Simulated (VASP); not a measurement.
# CaMg2AgC6N6 (Fm-3m) in VASP: single point with PBE

Aim: the single point of CaMg2AgC6N6 with PBE.

All numbers are computed with VASP 6.6.1; they aren't measurements. Logs are shortened: lines on timing, memory, paths and dates and some standing lists are left out, and cuts for length are marked.

## Step 1: The cell of the first run

It takes space group Fm-3m (No. 225, cubic). Conventional cell: a = 10.792 Å, b = 10.792 Å, c = 10.792 Å, α = 90.00°, β = 90.00°, γ = 90.00°. Ca (site symmetry m-3m) has 6 C at 2.11 Å within 2.8 Å. Within 5.1 Å of Mg (site symmetry -43m) lie 12 N at 3.86 Å and 12 C at 3.86 Å and 4 Ca at 4.67 Å and 4 Ag at 4.67 Å. Within 2.8 Å of Ag (site symmetry m-3m) lie 6 N at 2.12 Å. Within 1.6 Å of C (site symmetry 4mm) lie 1 N at 1.17 Å. N (site symmetry 4mm) has 1 C at 1.17 Å within 1.6 Å.

## Step 2: Single point, PBE, collinear spin

Input file INCAR:

```
PREC = Accurate
ENCUT = 520
EDIFF = 1E-6
ISMEAR = 0
SIGMA = 0.1
LREAL = Auto
LASPH = True
NELM = 150
ALGO = Normal
ISIF = 2
LWAVE = False
LCHARG = False
ISPIN = 2
MAGMOM = 0 0 0 1 0 0 0 0 0 0 0 0 0 0 0 0
LORBIT = 11
LMAXMIX = 4
GGA = PE
NBANDS = 58
```

Input file KPOINTS:

```
Automatic mesh
0
Gamma
  4 4 4
```

Input file POSCAR:

```
CaMg2AgC6N6
1.0
    0.0000000000      5.3960000000      5.3960000000
    5.3960000000      0.0000000000      5.3960000000
    5.3960000000      5.3960000000      0.0000000000
Ca Mg Ag C N
1 2 1 6 6
Direct
    0.0000000000      0.0000000000      0.0000000000
    0.2500000000      0.2500000000      0.2500000000
    0.7500000000      0.7500000000      0.7500000000
    0.5000000000      0.5000000000      0.5000000000
    0.8048554500      0.1951445500      0.1951445500
    0.1951445500      0.8048554500      0.1951445500
    0.1951445500      0.1951445500      0.8048554500
    0.1951445500      0.8048554500      0.8048554500
    0.8048554500      0.1951445500      0.8048554500
    0.8048554500      0.8048554500      0.1951445500
    0.6964418100      0.3035581900      0.3035581900
    0.3035581900      0.6964418100      0.3035581900
    0.3035581900      0.3035581900      0.6964418100
    0.3035581900      0.6964418100      0.6964418100
    0.6964418100      0.3035581900      0.6964418100
    0.6964418100      0.6964418100      0.3035581900
```

Potentials or basis: VASP PAW PBE potentials, release 64 (Ca_sv, Mg, Ag, C, N).

Run with:

```bash
cat potpaw_PBE.64/Ca_sv/POTCAR potpaw_PBE.64/Mg/POTCAR potpaw_PBE.64/Ag/POTCAR potpaw_PBE.64/C/POTCAR potpaw_PBE.64/N/POTCAR > POTCAR
mpirun -np 1 vasp_std > vasp.out
```

OUTCAR:

```text
PREC = Accurate
   ENCUT = 520
   EDIFF = 1E-6
   ISMEAR = 0
   LREAL = Auto
   LASPH = True
   NELM = 150
   ISIF = 2
   ISPIN = 2
   LORBIT = 11
   GGA = PE

 ion  position               nearest neighbor table
   1  0.000  0.000  0.000-   5 2.11   6 2.11   7 2.11   8 2.11   9 2.11  10 2.11
   2  0.250  0.250  0.250-
   3  0.750  0.750  0.750-
   4  0.500  0.500  0.500-  11 2.12  12 2.12  13 2.12  14 2.12  15 2.12  16 2.12
   5  0.805  0.195  0.195-  11 1.17   1 2.11
   6  0.195  0.805  0.195-  12 1.17   1 2.11
   7  0.195  0.195  0.805-  13 1.17   1 2.11
   8  0.195  0.805  0.805-  14 1.17   1 2.11
   9  0.805  0.195  0.805-  15 1.17   1 2.11
  10  0.805  0.805  0.195-  16 1.17   1 2.11
  11  0.696  0.304  0.304-   5 1.17   4 2.12
  12  0.304  0.696  0.304-   6 1.17   4 2.12
  13  0.304  0.304  0.696-   7 1.17   4 2.12
  14  0.304  0.696  0.696-   8 1.17   4 2.12
  15  0.696  0.304  0.696-   9 1.17   4 2.12
  16  0.696  0.696  0.304-  10 1.17   4 2.12

  LATTYP: Found a face centered cubic cell.
 ALAT       =    10.7920000000

  Lattice vectors:

 A1 = (   0.0000000000,   5.3960000000,   5.3960000000)
 A2 = (   5.3960000000,   0.0000000000,   5.3960000000)
 A3 = (   5.3960000000,   5.3960000000,   0.0000000000)

Analysis of symmetry for initial positions (statically):
=====================================================================
 Subroutine PRICEL returns:
 Original cell was already a primitive cell.

 Routine SETGRP: Setting up the symmetry group for a
 face centered cubic supercell.

 Subroutine GETGRP returns: Found 48 space group operations
 (whereof 48 operations were pure point group operations)
 out of a pool of 48 trial point group operations.

The static configuration has the point symmetry O_h .

Analysis of symmetry for dynamics (positions and initial velocities):
=====================================================================
 Subroutine PRICEL returns:
 Original cell was already a primitive cell.

 Routine SETGRP: Setting up the symmetry group for a
 face centered cubic supercell.

 Subroutine GETGRP returns: Found 48 space group operations
 (whereof 48 operations were pure point group operations)
 out of a pool of 48 trial point group operations.

[... 161 lines left out ...]
 NGX is ok and might be reduce to    60
   NGX = 29   NGY = 29   NGZ = 29

 number of electron      79.0000002 magnetization       0.2894122

 number of electron      79.0000001 magnetization      -1.7975967

 Free energy of the ion-electron system (eV)
  ---------------------------------------------------
  ext. energy  EPLUGINS =         0.00000000
  ---------------------------------------------------
  free energy    TOTEN  =       -97.06338604 eV

  energy without entropy =      -96.98282221  energy(sigma->0) =      -97.02310412

 E-fermi :   0.4916     XC(G=0):  -7.6426

 val. band max:        0.4789314743   @ k =  -0.2500   0.5000   0.2500
 cond. band min:       0.5311369195   @ k =   0.2500   0.2500   0.0000
 fundamental gap:      0.0522054452
 Fermi energy:         0.4916331695

 spin component 1

 k-point     1 :       0.0000    0.0000    0.0000
  band No.  band energies     occupation
      1     -36.0851      1.00000
      2     -17.8406      1.00000
      3     -17.8406      1.00000
      4     -17.8406      1.00000
      5     -17.3753      1.00000
      6     -17.1498      1.00000
[... 421 lines left out ...]
     50       5.1158      0.00000
     51       5.1408      0.00000
 Fermi energy:         0.4916331695

 spin component 2

 k-point     1 :       0.0000    0.0000    0.0000
  band No.  band energies     occupation
      1     -36.0890      1.00000
      2     -17.8471      1.00000
      3     -17.8471      1.00000
      4     -17.8471      1.00000
      5     -17.3944      1.00000
      6     -17.1700      1.00000
[... 421 lines left out ...]
     50       4.4448      0.00000
     51       4.9770      0.00000
 [bands above 51 left out]

------------------------ aborting loop because EDIFF is reached ----------------------------------------

  FORCE on cell =-STRESS in cart. coord.  units (eV):
  Direction    XX          YY          ZZ          XY          YZ          ZX
  --------------------------------------------------------------------------------------
  -------------------------------------------------------------------------------------
  Total       27.6759639     27.6759639     27.6759639      0.0000000     -0.0000000      0.0000000
  in kB      141.1131604    141.1131604    141.1131604      0.0000000     -0.0000000      0.0000000
  external PRESSURE =     141.1131604 kB  Pullay stress =       0.0000000 kB

 VOLUME and BASIS-vectors are now :
 -----------------------------------------------------------------------------
  energy-cutoff  :      520.00
  volume of cell :      314.23
      direct lattice vectors                 reciprocal lattice vectors
     0.000000000  5.396000000  5.396000000    -0.092661231  0.092661231  0.092661231
     5.396000000  0.000000000  5.396000000     0.092661231 -0.092661231  0.092661231
     5.396000000  5.396000000  0.000000000     0.092661231  0.092661231 -0.092661231

 POSITION                                       TOTAL-FORCE (eV/Angst)
 -----------------------------------------------------------------------------------
      0.00000      0.00000      0.00000        -0.000000      0.000000      0.000000
      2.69800      2.69800      2.69800         0.000000      0.000000      0.000000
      8.09400      8.09400      8.09400        -0.000000     -0.000000      0.000000
      5.39600      5.39600      5.39600         0.000000     -0.000000      0.000000
      2.10600      5.39600      5.39600         3.455762      0.000000      0.000000
      5.39600      2.10600      5.39600         0.000000      3.455762      0.000000
[... 8 lines left out ...]
      5.39600      7.51600      5.39600         0.000000      0.439532      0.000000
      5.39600      5.39600      7.51600         0.000000      0.000000      0.439532
 -----------------------------------------------------------------------------------
    total drift:                               -0.000000      0.000000      0.000000

  FREE ENERGIE OF THE ION-ELECTRON SYSTEM (eV)
  ---------------------------------------------------
  free  energy   TOTEN  =       -97.0633860352 eV

  energy  without entropy=      -96.9828222124  energy(sigma->0) =      -97.02310412

 total charge

# of ion       s       p       d       tot
------------------------------------------
    1        2.109   6.032   0.623   8.763
    2        0.256   0.006   0.001   0.263
    3        0.256   0.006   0.001   0.263
    4        0.368   0.508   9.069   9.944
    5        1.007   1.619   0.000   2.625
    6        1.007   1.619   0.000   2.625
[... 8 lines left out ...]
   15        1.325   2.559   0.000   3.884
   16        1.325   2.559   0.000   3.884
--------------------------------------------------
tot         16.978  31.619   9.693  58.291

 magnetization (x)

# of ion       s       p       d       tot
------------------------------------------
    1       -0.001  -0.003   0.001  -0.003
    2       -0.208  -0.001  -0.000  -0.209
    3       -0.208  -0.001  -0.000  -0.209
    4       -0.001  -0.001   0.016   0.014
    5       -0.003  -0.004   0.000  -0.007
    6       -0.003  -0.004   0.000  -0.007
[... 8 lines left out ...]
   15       -0.000  -0.012   0.000  -0.012
   16       -0.000  -0.012   0.000  -0.012
--------------------------------------------------
tot         -0.433  -0.106   0.016  -0.523
```

OSZICAR:

```text
N       E                     dE             d eps       ncg     rms          rms(c)
DAV:   1     0.523612452085E+03    0.52361E+03   -0.35540E+04  1856   0.119E+03
DAV:   2    -0.588945070729E+02   -0.58251E+03   -0.54777E+03  2336   0.279E+02
[... 21 lines left out ...]
DAV:  24    -0.970637058660E+02    0.20392E-03   -0.16851E-04  2082   0.689E-02    0.266E-01
DAV:  25    -0.970633691137E+02    0.33675E-03   -0.11334E-03  1980   0.148E-01    0.202E-02
DAV:  26    -0.970633837759E+02   -0.14662E-04   -0.55503E-05  1956   0.328E-02    0.161E-02
DAV:  27    -0.970633825466E+02    0.12293E-05   -0.87567E-06  1836   0.113E-02    0.118E-02
DAV:  28    -0.970633850658E+02   -0.25193E-05   -0.37894E-06  1564   0.889E-03    0.613E-03
DAV:  29    -0.970633860352E+02   -0.96932E-06   -0.31653E-06  1512   0.701E-03
   1 F= -.97063386E+02 E0= -.97023104E+02  d E =-.805638E-01  mag=    -1.7982
```

Run time: 17 min. Hardware: 1 thread of AMD EPYC 7R13 (Zen 3), shared host; peak memory 0.76 GiB.

What came out:

- Free energy: -97.0634 eV
- Pressure: 14.1 GPa
- Largest force: 3.456 eV/Å
- Net moment: -1.80 μB per cell
- Site moments: Ca -0.00; Mg -0.21; Ag +0.01; C -0.01; N -0.01 μB
- Valence electrons inside the program's atomic spheres: Ca 8.76; Mg 0.26; Ag 9.94; C 2.62; N 3.88

Forces in eV/Å, atoms in the order of the input:
```
Ca   0.000  0.000  0.000
Mg   0.000  0.000  0.000
Mg   0.000  0.000  0.000
Ag   0.000  0.000  0.000
C    3.456  0.000  0.000
C    0.000  3.456  0.000
C    0.000  0.000  3.456
C   -3.456  0.000  0.000
C    0.000 -3.456  0.000
C    0.000  0.000 -3.456
N   -0.440  0.000  0.000
N    0.000 -0.440  0.000
N    0.000  0.000 -0.440
N    0.440  0.000  0.000
N    0.000  0.440  0.000
N    0.000  0.000  0.440
```

Levels at points of the mesh, in eV from the Fermi level:
Spin up:
```
           k point  band 37  band 38  band 39  band 40  band 41  band 42
(0.00, 0.00, 0.00)    -2.26    -0.26    -0.14    -0.14     0.14     2.38
(0.50, 0.00, 0.00)    -2.24     0.04     0.04     0.23     0.27     2.30
(0.50, 0.50, 0.00)    -1.89    -0.19    -0.13     0.31     0.41     2.51
```
Spin down:
| k point | band 38 | band 39 | band 40 | band 41 | band 42 | band 43 | band 44 | band 45 |
| --- | --- | --- | --- | --- | --- | --- | --- | --- |
| (0.00, 0.00, 0.00) | -1.28 | -1.01 | -0.13 | -0.13 | 2.34 | 2.34 | 2.34 | 3.49 |
| (0.50, 0.00, 0.00) | -0.83 | -0.77 | 0.05 | 0.05 | 2.23 | 2.39 | 2.39 | 2.94 |
| (0.50, 0.50, 0.00) | -0.71 | -0.66 | -0.18 | -0.13 | 2.49 | 2.50 | 2.67 | 2.67 |

Caveat: the cell stands under pressure; forces of over 1 eV/Å act on the atoms, so gaps and moduli don't describe the material at rest.
